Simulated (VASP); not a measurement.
# GaN (F-43m) in VASP: further runs

GaN is run at these levels: LDA; tasks: single point.

Everything below comes from runs of VASP 6.6.1. Logs are shortened: lines on timing, memory, paths and dates and some standing lists are left out, and cuts for length are marked.

**1. The cell of the first run**

It takes space group F-43m (No. 216, cubic). The conventional cell has a = 4.389 Å, b = 4.389 Å, c = 4.389 Å, α = 90.00°, β = 90.00°, γ = 90.00°. Ga (site symmetry -43m) has 4 N at 1.90 Å within 2.5 Å. Within 2.5 Å of N (site symmetry -43m) lie 4 Ga at 1.90 Å.

**2. Single point, LDA**

INCAR reads:

```
  ALGO = Normal
  EDIFF = 1E-6
  ENCUT = 520
  ISIF = 2
  ISMEAR = 0
  LASPH = True
  LCHARG = False
  LREAL = False
  LWAVE = False
  NBANDS = 16
  NELM = 80
  PREC = Accurate
  SIGMA = 0.01
```

KPOINTS reads:

```
k-points
0
Gamma
  10 10 10
```

POSCAR reads:

```
GaN
1.0
    0.0000000000      2.1946662504      2.1946662504
    2.1946662504      0.0000000000      2.1946662504
    2.1946662504      2.1946662504      0.0000000000
Ga N
1 1
Direct
    0.0000000000      0.0000000000      0.0000000000
    0.2500000000      0.2500000000      0.2500000000
```

Potentials or basis: VASP PAW LDA potentials, release 64 (Ga_d, N).

Started as:

```
cat potpaw_LDA.64/Ga_d/POTCAR potpaw_LDA.64/N/POTCAR > POTCAR
mpirun -np 1 vasp_std > vasp.out
```

OUTCAR:

```text
EDIFF = 1E-6
   ENCUT = 520
   ISIF = 2
   ISMEAR = 0
   LASPH = True
   LREAL = False
   NELM = 80
   PREC = Accurate

 ion  position               nearest neighbor table
   1  0.000  0.000  0.000-   2 1.90   2 1.90   2 1.90   2 1.90
   2  0.250  0.250  0.250-   1 1.90   1 1.90   1 1.90   1 1.90

  LATTYP: Found a face centered cubic cell.
 ALAT       =     4.3893325008

  Lattice vectors:

 A1 = (   0.0000000000,   2.1946662504,   2.1946662504)
 A2 = (   2.1946662504,   0.0000000000,   2.1946662504)
 A3 = (   2.1946662504,   2.1946662504,   0.0000000000)

Analysis of symmetry for initial positions (statically):
=====================================================================
 Subroutine PRICEL returns:
 Original cell was already a primitive cell.

 Routine SETGRP: Setting up the symmetry group for a
 face centered cubic supercell.

 Subroutine GETGRP returns: Found 24 space group operations
 (whereof 24 operations were pure point group operations)
 out of a pool of 48 trial point group operations.

The static configuration has the point symmetry T_d .

Analysis of symmetry for dynamics (positions and initial velocities):
=====================================================================
 Subroutine PRICEL returns:
 Original cell was already a primitive cell.

 Routine SETGRP: Setting up the symmetry group for a
 face centered cubic supercell.

 Subroutine GETGRP returns: Found 24 space group operations
 (whereof 24 operations were pure point group operations)
 out of a pool of 48 trial point group operations.

The dynamic configuration has the point symmetry T_d .

 Subroutine INISYM returns: Found 24 space group operations
 (whereof 24 operations are pure point group operations),
 and found     1 'primitive' translations

----------------------------------------------------------------------------------------

                                     Primitive cell

  volume of cell :      21.1415

  direct lattice vectors                    reciprocal lattice vectors
     0.000000000  2.194666250  2.194666250    -0.227825074  0.227825074  0.227825074
     2.194666250  0.000000000  2.194666250     0.227825074 -0.227825074  0.227825074
     2.194666250  2.194666250  0.000000000     0.227825074  0.227825074 -0.227825074

  length of vectors
     3.103726776  3.103726776  3.103726776     0.394604603  0.394604603  0.394604603

  position of ions in fractional coordinates (direct lattice)
     0.000000000  0.000000000  0.000000000
     0.250000000  0.250000000  0.250000000

  ion indices of the primitive-cell ions
   primitive index   ion index
                 1           1
                 2           2

----------------------------------------------------------------------------------------

 KPOINTS: k-points

Automatic generation of k-mesh.
 Grid dimensions read from file:
 generate k-points for:   10   10   10

 Generating k-lattice:

  Cartesian coordinates                     Fractional coordinates (reciprocal lattice)
    -0.022782507  0.022782507  0.022782507     0.100000000  0.000000000  0.000000000
     0.022782507 -0.022782507  0.022782507     0.000000000  0.100000000  0.000000000
     0.022782507  0.022782507 -0.022782507     0.000000000  0.000000000  0.100000000

  Length of vectors
     0.039460460  0.039460460  0.039460460

  Shift w.r.t. Gamma in fractional coordinates (k-lattice)
     0.000000000  0.000000000  0.000000000

 Subroutine IBZKPT returns following result:
 ===========================================

 Found     47 irreducible k-points:

 Following reciprocal coordinates:
            Coordinates               Weight
  0.000000  0.000000  0.000000      1.000000
  0.100000  0.000000  0.000000      8.000000
  0.200000  0.000000  0.000000      8.000000
  0.300000  0.000000  0.000000      8.000000
  0.400000  0.000000  0.000000      8.000000
  0.500000  0.000000  0.000000      4.000000
[... 16 lines left out ...]
  0.300000  0.300000  0.000000      6.000000
  0.400000  0.300000  0.000000     24.000000
 [... further k-points ...]
   k-points           NKPTS =     47   k-points in BZ     NKDIM =     47   number of bands    NBANDS=     16
   number of dos      NEDOS =    301   number of ions     NIONS =      2
   total plane-waves  NPLWV =  13824
   dimension x,y,z NGX =    24 NGY =   24 NGZ =   24
   dimension x,y,z NGXF=    48 NGYF=   48 NGZF=   48
   ions per type =               1   1
   NGX,Y,Z   is equivalent  to a cutoff of  12.86, 12.86, 12.86 a.u.
   NGXF,Y,Z  is equivalent  to a cutoff of  25.71, 25.71, 25.71 a.u.
 SYSTEM =  unknown system
   PREC   = accura    normal or accurate (medium, high low for compatibility)
   ISTART =      0    job   : 0-new  1-cont  2-samecut
   ICHARG =      2    charge: 1-file 2-atom 10-const
   ISPIN  =      1    spin polarized calculation?
   LNONCOLLINEAR =      F non collinear calculations
   LSORBIT =      F    spin-orbit coupling
   LASPH  =      T    aspherical Exc in radial PAW
   ENCUT  =  520.0 eV  38.22 Ry    6.18 a.u.   5.77  5.77  5.77*2*pi/ulx,y,z
   NELM   =     80;   NELMIN=  2; NELMDL= -5     # of ELM steps
   EDIFF  = 0.1E-05   stopping-criterion for ELM
   LREAL  =      F    real-space projection
   EDIFFG = 0.1E-04   stopping-criterion for IOM
   NSW    =      0    number of steps for IOM
   IBRION =     -1    ionic relax: 0-MD 1-quasi-New 2-CG
   NFREE  =      0    steps in history (QN), initial steepest desc. (CG)
   ISIF   =      2    stress and relaxation
   ISYM   =      2    0-nonsym 1-usesym 2-fastsym
   POTIM  = 0.5000    time-step for ionic-motion
   TEBEG  =    0.0;   TEEND  =   0.0 temperature during run
   PSTRESS=    0.0 pullay stress
   NELECT =      18.0000    total number of electrons
   NUPDOWN=      -1.0000    fix difference up-down
   EMIN   =  10.00;   EMAX   =-10.00  energy-range for DOS
   EFERMI =   0.00;   METHOD = LEGACY
   ISMEAR =     0;   SIGMA  =   0.01  broadening in eV -4-tet -1-fermi 0-gaus
   EFERMI_NEDOS =   21; number of points for ismear=-14 and -15
   IALGO  =     38    algorithm
   IMIX   =      4    mixing-type and parameters
     AMIX     =   0.40;   BMIX     =  1.00
     AMIX_MAG =   1.60;   BMIX_MAG =  1.00
  volume/ion in A,a.u.               =      10.57        71.33
  Fermi-wavevector in a.u.,A,eV,Ry     =   1.551626  2.932149 32.756635  2.407545
  Thomas-Fermi vector in A             =   2.656119
   LORBIT       =      0    0 simple, 1 ext, 2 COOP (PROOUT), +10 PAW based schemes
   GGA     = CA    functional components
   LHFCALC =     F    Hartree Fock is set to
   AEXX    =    0.0000 exact exchange contribution
   IVDW    =     0    specifies the selected vdW correction
   LEPSILON=     F    determine dielectric tensor
   LRPA    =     F    only Hartree local field effects (RPA)
 non-spin polarized calculation
 Gauss-broadening in eV      SIGMA  =   0.01
  energy-cutoff  :      520.00
  volume of cell :       21.14
 maximum number of plane-waves:       588
   NGX = 11   NGY = 11   NGZ = 11

 number of electron      17.9999999 magnetization

 Free energy of the ion-electron system (eV)
  ---------------------------------------------------
  ext. energy  EPLUGINS =         0.00000000
  ---------------------------------------------------
  free energy    TOTEN  =       -13.90683254 eV

  energy without entropy =      -13.90683254  energy(sigma->0) =      -13.90683254

 E-fermi :   6.0629     XC(G=0): -12.5480

 val. band max:        5.9466821042   @ k =   0.0000   0.0000   0.0000
 cond. band min:       8.2096640791   @ k =   0.0000   0.0000   0.0000
 fundamental gap:      2.2629819749
 Fermi energy:         6.0629175168

 k-point     1 :       0.0000    0.0000    0.0000
  band No.  band energies     occupation
      1     -10.5763      2.00000
      2      -7.7095      2.00000
      3      -7.7095      2.00000
      4      -7.7095      2.00000
      5      -7.3029      2.00000
      6      -7.3029      2.00000
[... 8 lines left out ...]
     15      25.2305      0.00000
     16      25.2305      0.00000

 k-point     2 :       0.1000    0.0000    0.0000
  band No.  band energies     occupation
      1     -10.4463      2.00000
      2      -7.6924      2.00000
      3      -7.6924      2.00000
      4      -7.6751      2.00000
      5      -7.3048      2.00000
      6      -7.3048      2.00000
[... 8 lines left out ...]
     15      23.9177      0.00000
     16      23.9186      0.00000

 k-point     3 :       0.2000    0.0000    0.0000
  band No.  band energies     occupation
      1     -10.1114      2.00000
      2      -7.6528      2.00000
      3      -7.6528      2.00000
      4      -7.5194      2.00000
      5      -7.3037      2.00000
      6      -7.3037      2.00000
[... 8 lines left out ...]
     15      23.1292      0.00000
     16      23.1292      0.00000

 k-point     4 :       0.3000    0.0000    0.0000
  band No.  band energies     occupation
      1      -9.7412      2.00000
      2      -7.6177      2.00000
      3      -7.6177      2.00000
      4      -7.2870      2.00000
      5      -7.2870      2.00000
      6      -7.1019      2.00000
[... 8 lines left out ...]
     15      23.6969      0.00000
     16      23.6969      0.00000

 k-point     5 :       0.4000    0.0000    0.0000
  band No.  band energies     occupation
      1      -9.5124      2.00000
      2      -7.6027      2.00000
      3      -7.6027      2.00000
      4      -7.2586      2.00000
      5      -7.2586      2.00000
      6      -6.3912      2.00000
[... 8 lines left out ...]
     15      25.2498      0.00000
     16      25.2498      0.00000

 k-point     6 :       0.5000    0.0000    0.0000
  band No.  band energies     occupation
      1      -9.4457      2.00000
      2      -7.6000      2.00000
      3      -7.6000      2.00000
      4      -7.2443      2.00000
      5      -7.2443      2.00000
      6      -5.9254      2.00000
[... 8 lines left out ...]
     15      26.3721      0.00000
     16      26.3721      0.00000
[... 267 lines left out ...]
 k-point    21 :      -0.3000    0.2000    0.0000
  band No.  band energies     occupation
      1      -9.4258      2.00000
      2      -7.5908      2.00000
      3      -7.5323      2.00000
      4      -7.3169      2.00000
      5      -7.3130      2.00000
      6      -6.2462      2.00000
[... 8 lines left out ...]
     15      23.9249      0.00000
     16      27.3638      0.00000

 k-point    22 :      -0.2000    0.2000    0.0000
  band No.  band energies     occupation
      1      -9.6267      2.00000
      2      -7.5996      2.00000
      3      -7.5784      2.00000
      4      -7.3388      2.00000
      5      -7.3327      2.00000
      6      -6.8872      2.00000
[... 8 lines left out ...]
     15      23.9245      0.00000
     16      27.2929      0.00000

 k-point    23 :       0.3000    0.3000    0.0000
  band No.  band energies     occupation
      1      -9.5177      2.00000
      2      -7.5533      2.00000
      3      -7.4707      2.00000
      4      -7.4707      2.00000
      5      -7.2400      2.00000
      6      -6.8862      2.00000
[... 8 lines left out ...]
     15      28.7026      0.00000
     16      29.6142      0.00000

 k-point    24 :       0.4000    0.3000    0.0000
  band No.  band energies     occupation
      1      -9.3655      2.00000
      2      -7.5687      2.00000
      3      -7.4285      2.00000
      4      -7.4263      2.00000
      5      -7.2273      2.00000
      6      -6.3740      2.00000
[... 8 lines left out ...]
     15      29.1446      0.00000
     16      29.4271      0.00000

 [... further k-points ...]
[... 5 lines left out ...]
  --------------------------------------------------------------------------------------
  -------------------------------------------------------------------------------------
  Total        1.4932288      1.4932288      1.4932288     -0.0000000     -0.0000000     -0.0000000
  in kB      113.1622269    113.1622269    113.1622269     -0.0000000     -0.0000000     -0.0000000
  external PRESSURE =     113.1622269 kB  Pullay stress =       0.0000000 kB

 VOLUME and BASIS-vectors are now :
 -----------------------------------------------------------------------------
  energy-cutoff  :      520.00
  volume of cell :       21.14
      direct lattice vectors                 reciprocal lattice vectors
     0.000000000  2.194666250  2.194666250    -0.227825074  0.227825074  0.227825074
     2.194666250  0.000000000  2.194666250     0.227825074 -0.227825074  0.227825074
     2.194666250  2.194666250  0.000000000     0.227825074  0.227825074 -0.227825074

 POSITION                                       TOTAL-FORCE (eV/Angst)
 -----------------------------------------------------------------------------------
      0.00000      0.00000      0.00000         0.000000      0.000000     -0.000000
      1.09733      1.09733      1.09733        -0.000000     -0.000000      0.000000
 -----------------------------------------------------------------------------------
    total drift:                                0.000002      0.000002      0.000002

  FREE ENERGIE OF THE ION-ELECTRON SYSTEM (eV)
  ---------------------------------------------------
  free  energy   TOTEN  =       -13.9068325442 eV

  energy  without entropy=      -13.9068325442  energy(sigma->0) =      -13.90683254
```

It took 7.5 s on 1 thread of Intel Xeon Platinum 8488C (Sapphire Rapids), shared host; peak memory 0.13 GiB.

What came out:

- Free energy: -13.9068 eV
- Pressure: 11.3 GPa
- Band gap on the k mesh: 2.26 eV, direct

**3. Single point, LDA**

This run uses another cell than the first one, of 10.37 Å³/atom, 0.981 times its volume.

INCAR reads:

```
PREC = Accurate
ENCUT = 520
EDIFF = 1E-6
ISMEAR = 0
SIGMA = 0.01
LREAL = False
LASPH = True
NELM = 100
ALGO = Normal
ISIF = 2
LWAVE = False
LCHARG = False
NBANDS = 16
```

KPOINTS reads:

```
regular mesh
0
Gamma
  10 10 10
```

POSCAR reads:

```
GaN
1.0
    0.0000000000      2.1803732750      2.1803732750
    2.1803732750      0.0000000000      2.1803732750
    2.1803732750      2.1803732750      0.0000000000
Ga N
1 1
Direct
    0.0000000000      0.0000000000      0.0000000000
    0.2500000000      0.2500000000      0.2500000000
```

Potentials or basis: VASP PAW LDA potentials, release 64 (Ga_d, N).

Started as:

```
cat potpaw_LDA.64/Ga_d/POTCAR potpaw_LDA.64/N/POTCAR > POTCAR
mpirun -np 1 vasp_std > vasp.out
```

Wall time 10 s (1 thread of Intel Xeon Platinum 8488C (Sapphire Rapids), shared host); peak memory 0.13 GiB.

The run converged. Its results:

| Item | Value |
| --- | --- |
| Free energy | -13.8712 eV |
| Pressure | 16.4 GPa |
| Band gap on the k mesh | 2.39 eV, direct |

Levels at points of the mesh, in eV from the valence-band top:
```csv
k point,band 5,band 6,band 7,band 8,band 9,band 10,band 11,band 12,band 13,band 14
"(0.00, 0.00, 0.00)",-13.26,-13.26,0.00,0.00,0.00,2.39,10.73,10.73,10.73,18.62
"(0.50, 0.00, 0.00)",-13.20,-11.88,-7.81,-1.11,-1.11,5.23,9.08,10.71,10.71,16.25
"(0.50, 0.50, 0.00)",-13.16,-11.42,-6.63,-3.10,-3.10,3.27,7.05,12.25,14.82,14.82
```

(Continued in part 2 of 3.)
